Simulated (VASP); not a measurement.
# WS2 (P6_3/mmc) in VASP: further runs

WS2 is run at these levels: PBEsol; tasks: single point.

Program: VASP 6.6.1. These are calculated values, not measurements. Logs are shortened: lines on timing, memory, paths and dates and some standing lists are left out, and cuts for length are marked.

### Step 1. The cell of the first run

Symmetry: P6_3/mmc, No. 194, hexagonal system. Conventional cell: a = 3.209 Å, b = 3.209 Å, c = 12.552 Å, α = 90.00°, β = 90.00°, γ = 120.00°. Within 3.2 Å of W (site symmetry -6m2) lie 6 S at 2.41 Å. Within 3.2 Å of S (site symmetry 3m) lie 3 W at 2.41 Å and 1 S at 3.10 Å.

### Step 2. Single point, PBEsol (biaxial strain in the a-b plane: +2.0 %)

The input, INCAR:

```
SYSTEM = WS2
ALGO     = Normal         ! electronic algorithm
EDIFF    = 1E-6           ! SCF threshold, eV
ENCUT    = 520            ! plane-wave cutoff, eV
GGA      = PS             ! functional
ISIF     = 2              ! what is computed and relaxed
ISMEAR   = 0              ! smearing method
LASPH    = .True.         ! aspherical terms in the spheres
LCHARG   = .False.        ! write CHGCAR
LREAL    = .False.        ! projectors in reciprocal space
LWAVE    = .False.        ! write WAVECAR
NBANDS   = 35             ! bands
NELM     = 80             ! most SCF steps
PREC     = Accurate       ! precision mode
SIGMA    = 0.02           ! smearing width, eV
```

The input, KPOINTS:

```
k-points
0
Gamma
  12 12 2
  0 0 0
```

The input, POSCAR:

```
WS2
1.0
    3.2090053641      0.0000000000      0.0000000000
   -1.6045026821      2.7790801662      0.0000000000
    0.0000000000      0.0000000000     12.5521508416
W S
2 4
Direct
    0.3333333333      0.6666666667      0.2500000000
    0.6666666667      0.3333333333      0.7500000000
    0.3333333333      0.6666666667      0.6266015054
    0.6666666667      0.3333333333      0.1266015054
    0.3333333333      0.6666666667      0.8733984946
    0.6666666667      0.3333333333      0.3733984946
```

Potentials or basis: VASP PAW PBE potentials, release 64 (W_sv, S).

Started as:

```bash
cat potpaw_PBE.64/W_sv/POTCAR potpaw_PBE.64/S/POTCAR > POTCAR
mpirun -np 1 vasp_std > vasp.out
```

OUTCAR:

```text
SYSTEM = WS2
   EDIFF = 1E-6
   ENCUT = 520
   GGA = PS
   ISIF = 2
   ISMEAR = 0
   LASPH = .True.
   LREAL = .False.
   NELM = 80
   PREC = Accurate

 ion  position               nearest neighbor table
   1  0.333  0.667  0.250-   4 2.41   6 2.41   4 2.41   6 2.41   4 2.41   6 2.41
   2  0.667  0.333  0.750-   3 2.41   5 2.41   3 2.41   5 2.41   3 2.41   5 2.41
   3  0.333  0.667  0.627-   2 2.41   2 2.41   2 2.41
   4  0.667  0.333  0.127-   1 2.41   1 2.41   1 2.41
   5  0.333  0.667  0.873-   2 2.41   2 2.41   2 2.41
   6  0.667  0.333  0.373-   1 2.41   1 2.41   1 2.41

  LATTYP: Found a hexagonal cell.
 ALAT       =     3.2090053641
 C/A-ratio  =     3.9115393767

  Lattice vectors:

 A1 = (   3.2090053641,   0.0000000000,   0.0000000000)
 A2 = (  -1.6045026821,   2.7790801662,   0.0000000000)
 A3 = (   0.0000000000,   0.0000000000,  12.5521508416)

Analysis of symmetry for initial positions (statically):
=====================================================================
 Subroutine PRICEL returns:
 Original cell was already a primitive cell.

 Routine SETGRP: Setting up the symmetry group for a
 hexagonal supercell.

 Subroutine GETGRP returns: Found 24 space group operations
 (whereof 12 operations were pure point group operations)
 out of a pool of 24 trial point group operations.

The static configuration has the point symmetry D_3d.
 The point group associated with its full space group is D_6h.

Analysis of symmetry for dynamics (positions and initial velocities):
=====================================================================
 Subroutine PRICEL returns:
 Original cell was already a primitive cell.

 Routine SETGRP: Setting up the symmetry group for a
 hexagonal supercell.

 Subroutine GETGRP returns: Found 24 space group operations
 (whereof 12 operations were pure point group operations)
 out of a pool of 24 trial point group operations.

The dynamic configuration has the point symmetry D_3d.
 The point group associated with its full space group is D_6h.

 Subroutine INISYM returns: Found 24 space group operations
 (whereof 12 operations are pure point group operations),
 and found     1 'primitive' translations

----------------------------------------------------------------------------------------

                                     Primitive cell

  volume of cell :     111.9411

  direct lattice vectors                    reciprocal lattice vectors
     3.209005364  0.000000000  0.000000000     0.311623038  0.179915645  0.000000000
    -1.604502682  2.779080166  0.000000000     0.000000000  0.359831290  0.000000000
     0.000000000  0.000000000 12.552150842     0.000000000  0.000000000  0.079667621

  length of vectors
     3.209005364  3.209005364 12.552150842     0.359831290  0.359831290  0.079667621

  position of ions in fractional coordinates (direct lattice)
     0.333333333  0.666666667  0.250000000
     0.666666667  0.333333333  0.750000000
     0.333333333  0.666666667  0.626601505
     0.666666667  0.333333333  0.126601505
     0.333333333  0.666666667  0.873398495
     0.666666667  0.333333333  0.373398495

  ion indices of the primitive-cell ions
   primitive index   ion index
                 1           1
                 2           2
                 3           3
                 4           4
                 5           5
                 6           6

----------------------------------------------------------------------------------------

 KPOINTS: k-points

Automatic generation of k-mesh.
 Grid dimensions read from file:
 generate k-points for:   12   12    2

 Generating k-lattice:

  Cartesian coordinates                     Fractional coordinates (reciprocal lattice)
     0.025968586  0.014992970  0.000000000     0.083333333  0.000000000  0.000000000
     0.000000000  0.029985941  0.000000000     0.000000000  0.083333333  0.000000000
     0.000000000  0.000000000  0.039833811     0.000000000  0.000000000  0.500000000

  Length of vectors
     0.029985941  0.029985941  0.039833811

  Shift w.r.t. Gamma in fractional coordinates (k-lattice)
     0.000000000  0.000000000  0.000000000

 Subroutine IBZKPT returns following result:
 ===========================================

 Found     38 irreducible k-points:

 Following reciprocal coordinates:
            Coordinates               Weight
  0.000000  0.000000  0.000000      1.000000
  0.083333  0.000000  0.000000      6.000000
  0.166667  0.000000  0.000000      6.000000
  0.250000  0.000000  0.000000      6.000000
  0.333333  0.000000  0.000000      6.000000
  0.416667  0.000000  0.000000      6.000000
[... 16 lines left out ...]
  0.250000  0.000000  0.500000      6.000000
  0.333333  0.000000  0.500000      6.000000
 [... further k-points ...]
   k-points           NKPTS =     38   k-points in BZ     NKDIM =     38   number of bands    NBANDS=     35
   number of dos      NEDOS =    301   number of ions     NIONS =      6
   total plane-waves  NPLWV =  55296
   dimension x,y,z NGX =    24 NGY =   24 NGZ =   96
   dimension x,y,z NGXF=    48 NGYF=   48 NGZF=  192
   ions per type =               2   4
   NGX,Y,Z   is equivalent  to a cutoff of  12.43, 12.43, 12.71 a.u.
   NGXF,Y,Z  is equivalent  to a cutoff of  24.87, 24.87, 25.43 a.u.
 SYSTEM =  WS2
   PREC   = accura    normal or accurate (medium, high low for compatibility)
   ISTART =      0    job   : 0-new  1-cont  2-samecut
   ICHARG =      2    charge: 1-file 2-atom 10-const
   ISPIN  =      1    spin polarized calculation?
   LNONCOLLINEAR =      F non collinear calculations
   LSORBIT =      F    spin-orbit coupling
   LASPH  =      T    aspherical Exc in radial PAW
   ENCUT  =  520.0 eV  38.22 Ry    6.18 a.u.   5.97  5.97 23.34*2*pi/ulx,y,z
   NELM   =     80;   NELMIN=  2; NELMDL= -5     # of ELM steps
   EDIFF  = 0.1E-05   stopping-criterion for ELM
   LREAL  =      F    real-space projection
   EDIFFG = 0.1E-04   stopping-criterion for IOM
   NSW    =      0    number of steps for IOM
   IBRION =     -1    ionic relax: 0-MD 1-quasi-New 2-CG
   NFREE  =      0    steps in history (QN), initial steepest desc. (CG)
   ISIF   =      2    stress and relaxation
   ISYM   =      2    0-nonsym 1-usesym 2-fastsym
   POTIM  = 0.5000    time-step for ionic-motion
   TEBEG  =    0.0;   TEEND  =   0.0 temperature during run
   PSTRESS=    0.0 pullay stress
   NELECT =      52.0000    total number of electrons
   NUPDOWN=      -1.0000    fix difference up-down
   EMIN   =  10.00;   EMAX   =-10.00  energy-range for DOS
   EFERMI =   0.00;   METHOD = LEGACY
   ISMEAR =     0;   SIGMA  =   0.02  broadening in eV -4-tet -1-fermi 0-gaus
   EFERMI_NEDOS =   21; number of points for ismear=-14 and -15
   IALGO  =     38    algorithm
   IMIX   =      4    mixing-type and parameters
     AMIX     =   0.40;   BMIX     =  1.00
     AMIX_MAG =   1.60;   BMIX_MAG =  1.00
  volume/ion in A,a.u.               =      18.66       125.90
  Fermi-wavevector in a.u.,A,eV,Ry     =   1.267884  2.395953 21.871758  1.607529
  Thomas-Fermi vector in A             =   2.401008
   LORBIT       =      0    0 simple, 1 ext, 2 COOP (PROOUT), +10 PAW based schemes
   GGA     = PS    functional components
   LHFCALC =     F    Hartree Fock is set to
   AEXX    =    0.0000 exact exchange contribution
   IVDW    =     0    specifies the selected vdW correction
   LEPSILON=     F    determine dielectric tensor
   LRPA    =     F    only Hartree local field effects (RPA)
 non-spin polarized calculation
 Gauss-broadening in eV      SIGMA  =   0.02
  energy-cutoff  :      520.00
  volume of cell :      111.94
 maximum number of plane-waves:      3042
 NGX is ok and might be reduce to    24
   NGX = 11   NGY = 11   NGZ = 47

 number of electron      52.0000012 magnetization

 Free energy of the ion-electron system (eV)
  ---------------------------------------------------
  ext. energy  EPLUGINS =         0.00000000
  ---------------------------------------------------
  free energy    TOTEN  =       -50.48005538 eV

  energy without entropy =      -50.48005538  energy(sigma->0) =      -50.48005538

 E-fermi :   6.9873     XC(G=0): -10.8117

 val. band max:        6.8187057645   @ k =   0.0000   0.0000   0.0000
 cond. band min:       7.7818212431   @ k =   0.3333   0.3333   0.0000
 fundamental gap:      0.9631154786
 Fermi energy:         6.9872714070

 k-point     1 :       0.0000    0.0000    0.0000
  band No.  band energies     occupation
      1     -67.8609      2.00000
      2     -67.8608      2.00000
      3     -32.0883      2.00000
      4     -32.0883      2.00000
      5     -31.9640      2.00000
      6     -31.9640      2.00000
[... 27 lines left out ...]
     34       9.2529      0.00000
     35      11.1372      0.00000

 k-point     2 :       0.0833    0.0000    0.0000
  band No.  band energies     occupation
      1     -67.8599      2.00000
      2     -67.8598      2.00000
      3     -32.0846      2.00000
      4     -32.0845      2.00000
      5     -31.9852      2.00000
      6     -31.9851      2.00000
[... 27 lines left out ...]
     34       9.1856      0.00000
     35      11.6697      0.00000

 k-point     3 :       0.1667    0.0000    0.0000
  band No.  band energies     occupation
      1     -67.8571      2.00000
      2     -67.8571      2.00000
      3     -32.0742      2.00000
      4     -32.0742      2.00000
      5     -32.0426      2.00000
      6     -32.0426      2.00000
[... 27 lines left out ...]
     34       9.7139      0.00000
     35      12.7606      0.00000

 k-point     4 :       0.2500    0.0000    0.0000
  band No.  band energies     occupation
      1     -67.8534      2.00000
      2     -67.8533      2.00000
      3     -32.1201      2.00000
      4     -32.1201      2.00000
      5     -32.0600      2.00000
      6     -32.0600      2.00000
[... 27 lines left out ...]
     34      10.2844      0.00000
     35      13.3332      0.00000

 k-point     5 :       0.3333    0.0000    0.0000
  band No.  band energies     occupation
      1     -67.8496      2.00000
      2     -67.8496      2.00000
      3     -32.1966      2.00000
      4     -32.1966      2.00000
      5     -32.0458      2.00000
      6     -32.0457      2.00000
[... 638 lines left out ...]
 k-point    22 :       0.1667    0.0000    0.5000
  band No.  band energies     occupation
      1     -67.8571      2.00000
      2     -67.8571      2.00000
      3     -32.0742      2.00000
      4     -32.0742      2.00000
      5     -32.0426      2.00000
      6     -32.0426      2.00000
[... 27 lines left out ...]
     34       9.6714      0.00000
     35      12.9226      0.00000

 k-point    23 :       0.2500    0.0000    0.5000
  band No.  band energies     occupation
      1     -67.8534      2.00000
      2     -67.8534      2.00000
      3     -32.1201      2.00000
      4     -32.1201      2.00000
      5     -32.0600      2.00000
      6     -32.0600      2.00000
[... 27 lines left out ...]
     34      10.1967      0.00000
     35      13.3154      0.00000

 k-point    24 :       0.3333    0.0000    0.5000
  band No.  band energies     occupation
      1     -67.8496      2.00000
      2     -67.8496      2.00000
      3     -32.1966      2.00000
      4     -32.1966      2.00000
      5     -32.0457      2.00000
      6     -32.0457      2.00000
[... 27 lines left out ...]
     34      10.5842      0.00000
     35      12.6142      0.00000

 [... further k-points ...]
[... 5 lines left out ...]
  --------------------------------------------------------------------------------------
  -------------------------------------------------------------------------------------
  Total       -3.9146963     -3.9146963     -0.3271828      0.0000000      0.0000000      0.0000000
  in kB      -56.0297890    -56.0297890     -4.6828624      0.0000000      0.0000000      0.0000000
  external PRESSURE =     -38.9141468 kB  Pullay stress =       0.0000000 kB

 VOLUME and BASIS-vectors are now :
 -----------------------------------------------------------------------------
  energy-cutoff  :      520.00
  volume of cell :      111.94
      direct lattice vectors                 reciprocal lattice vectors
     3.209005364  0.000000000  0.000000000     0.311623038  0.179915645  0.000000000
    -1.604502682  2.779080166  0.000000000     0.000000000  0.359831290  0.000000000
     0.000000000  0.000000000 12.552150842     0.000000000  0.000000000  0.079667621

 POSITION                                       TOTAL-FORCE (eV/Angst)
 -----------------------------------------------------------------------------------
     -0.00000      1.85272      3.13804         0.000000     -0.000000      0.000000
      1.60450      0.92636      9.41411        -0.000000      0.000000      0.000000
     -0.00000      1.85272      7.86520        -0.000000     -0.000000      0.059386
      1.60450      0.92636      1.58912         0.000000     -0.000000      0.059386
     -0.00000      1.85272     10.96303        -0.000000     -0.000000     -0.059386
      1.60450      0.92636      4.68695         0.000000      0.000000     -0.059386
 -----------------------------------------------------------------------------------
    total drift:                               -0.000000      0.000000     -0.000000

  FREE ENERGIE OF THE ION-ELECTRON SYSTEM (eV)
  ---------------------------------------------------
  free  energy   TOTEN  =       -50.4800553824 eV

  energy  without entropy=      -50.4800553824  energy(sigma->0) =      -50.48005538
```

Run time: 73 s. Hardware: 1 thread of Intel Xeon 6975P-C (Granite Rapids), shared host; peak memory 0.29 GiB.

Results:

```yaml
Free_energy: -50.4801 eV
Pressure: -3.9 GPa
Largest_force: 0.059 eV/Å
Band_gap_on_the_k_mesh: 0.96 eV, indirect (least direct gap 1.61 eV)
```

Forces in eV/Å, atoms in the order of the input:
```
W    0.000  0.000  0.000
W    0.000  0.000  0.000
S    0.000  0.000  0.059
S    0.000  0.000  0.059
S    0.000  0.000 -0.059
S    0.000  0.000 -0.059
```

Levels at points of the mesh, in eV from the valence-band top:
```tsv
k point	band 23	band 24	band 25	band 26	band 27	band 28	band 29	band 30
(0.00, 0.00, 0.00)	-2.39	-1.56	-1.02	0.00	2.13	2.13	2.14	2.14
(0.50, 0.00, 0.00)	-2.13	-1.98	-1.71	-1.54	2.01	2.05	2.42	2.58
(0.00, 0.00, 0.50)	-2.41	-2.41	-0.29	-0.29	2.13	2.13	2.13	2.13
(0.50, 0.00, 0.50)	-2.05	-2.05	-1.61	-1.61	2.03	2.03	2.51	2.51
```

Caveat: the cell differs from its parent crystal (biaxial strain in the a-b plane: +2.0 %); the PAW data sets were made with another functional, which shifts forces and pressure a little; spin-orbit coupling is left out, which moves the levels of the heavy elements; this functional lacks dispersion, which binds the layers, so the pressure and a relaxed spacing across them are unreliable. A k mesh can miss the band edges.

### Step 3. Single point, PBEsol (biaxial strain in the a-b plane: +2.0 %, then relaxed in part)

The input, INCAR:

```
SYSTEM = WS2
PREC = Accurate
ENCUT = 520
EDIFF = 1E-6
ISMEAR = 0
SIGMA = 0.02
LREAL = .FALSE.
LASPH = .TRUE.
NELM = 80
ALGO = Normal
ISIF = 2
LWAVE = .FALSE.
LCHARG = .FALSE.
GGA = PS
NBANDS = 35
```

The input, KPOINTS:

```
Automatic mesh
0
G
  12 12 2
  0 0 0
```

The input, POSCAR:

```
WS2
1.0
    3.2090053641      0.0000000000      0.0000000000
   -1.6045026821      2.7790801662      0.0000000000
    0.0000000000      0.0000000000     12.5966043505
W S
2 4
Direct
    0.3333333333      0.6666666667      0.2500000000
    0.6666666667      0.3333333333      0.7500000000
    0.3333333333      0.6666666667      0.6273388359
    0.6666666667      0.3333333333      0.1273388359
    0.3333333333      0.6666666667      0.8726611641
    0.6666666667      0.3333333333      0.3726611641
```

Potentials or basis: VASP PAW PBE potentials, release 64 (W_sv, S).

Started as:

```bash
cat potpaw_PBE.64/W_sv/POTCAR potpaw_PBE.64/S/POTCAR > POTCAR
mpirun -np 1 vasp_std > vasp.out
```

It took 85 s on 1 thread of Intel Xeon 6975P-C (Granite Rapids), shared host; peak memory 0.29 GiB.

Results (log left out):

* Free energy: -50.4805 eV
* Pressure: -3.5 GPa
* Largest force: 0.019 eV/Å
* Band gap on the k mesh: 0.95 eV, indirect (least direct gap 1.60 eV)

Forces on the atoms (eV/Å):
```
W    0.000  0.000  0.000
W    0.000  0.000  0.000
S    0.000  0.000 -0.019
S    0.000  0.000 -0.019
S    0.000  0.000  0.019
S    0.000  0.000  0.019
```

Stress tensor (GPa, compression positive):
```
-5.35  0.00  0.00
 0.00 -5.35  0.00
 0.00  0.00  0.14
```

Levels at points of the mesh, in eV from the valence-band top:
| k point | band 23 | band 24 | band 25 | band 26 | band 27 | band 28 | band 29 | band 30 |
| --- | --- | --- | --- | --- | --- | --- | --- | --- |
| (0.00, 0.00, 0.00) | -2.41 | -1.58 | -1.01 | 0.00 | 2.13 | 2.13 | 2.14 | 2.14 |
| (0.50, 0.00, 0.00) | -2.13 | -2.00 | -1.70 | -1.54 | 2.01 | 2.04 | 2.42 | 2.57 |
| (0.00, 0.00, 0.50) | -2.43 | -2.43 | -0.29 | -0.29 | 2.13 | 2.13 | 2.13 | 2.13 |
| (0.50, 0.00, 0.50) | -2.07 | -2.07 | -1.61 | -1.61 | 2.02 | 2.02 | 2.51 | 2.51 |

Caveat: the cell differs from its parent crystal (biaxial strain in the a-b plane: +2.0 %, then relaxed in part); the PAW data sets were made with another functional, which shifts forces and pressure a little; spin-orbit coupling is left out, which moves the levels of the heavy elements; this functional lacks dispersion, which binds the layers, so the pressure and a relaxed spacing across them are unreliable.

### Step 4. Single point, PBEsol

This run uses another cell than the first one, of 18.72 Å³/atom, 1.004 times its volume.

The input, INCAR:

```
PREC     = Accurate       # precision mode
ENCUT    = 520            # plane-wave cutoff, eV
EDIFF    = 1E-6           # SCF threshold, eV
ISMEAR   = 0              # smearing method
SIGMA    = 0.02           # smearing width, eV
LREAL    = F              # projectors in reciprocal space
LASPH    = T              # aspherical terms in the spheres
NELM     = 60             # most SCF steps
ALGO     = Normal         # electronic algorithm
ISIF     = 2              # what is computed and relaxed
LWAVE    = F              # write WAVECAR
LCHARG   = T              # write CHGCAR
GGA      = PS             # functional
LELF     = T              # ELF
LVHAR    = T            
NBANDS   = 35             # bands
```

The input, KPOINTS:

```
Automatic mesh
0
Gamma
  12 12 2
```

POSCAR is that of step 3.

Started as:

```bash
cat potpaw_PBE.64/W_sv/POTCAR potpaw_PBE.64/S/POTCAR > POTCAR
mpirun -np 1 vasp_std > vasp.out
```

Run time: 58 s. Hardware: 1 thread of Intel Xeon 6975P-C (Granite Rapids), shared host; peak memory 0.29 GiB.

Results (log left out):

* Free energy: -50.4805 eV
* Pressure: -3.5 GPa
* Largest force: 0.019 eV/Å
* Band gap on the k mesh: 0.95 eV, indirect (least direct gap 1.60 eV)

Forces in eV/Å, atoms in the order of the input:
```
W    0.000  0.000  0.000
W    0.000  0.000  0.000
S    0.000  0.000 -0.019
S    0.000  0.000 -0.019
S    0.000  0.000  0.019
S    0.000  0.000  0.019
```

Stress tensor (GPa, compression positive):
```
-5.35  0.00  0.00
 0.00 -5.35  0.00
 0.00  0.00  0.14
```

Levels at points of the mesh, in eV from the valence-band top:
```tsv
k point	band 23	band 24	band 25	band 26	band 27	band 28	band 29	band 30
(0.00, 0.00, 0.00)	-2.41	-1.58	-1.01	0.00	2.13	2.13	2.14	2.14
(0.50, 0.00, 0.00)	-2.13	-2.00	-1.70	-1.54	2.01	2.04	2.42	2.57
(0.00, 0.00, 0.50)	-2.43	-2.43	-0.29	-0.29	2.13	2.13	2.13	2.13
(0.50, 0.00, 0.50)	-2.07	-2.07	-1.61	-1.61	2.02	2.02	2.51	2.51
```

Caveat: the PAW data sets were made with another functional, which shifts forces and pressure a little; spin-orbit coupling is left out, which moves the levels of the heavy elements; this functional lacks dispersion, which binds the layers, so the pressure and a relaxed spacing across them are unreliable.
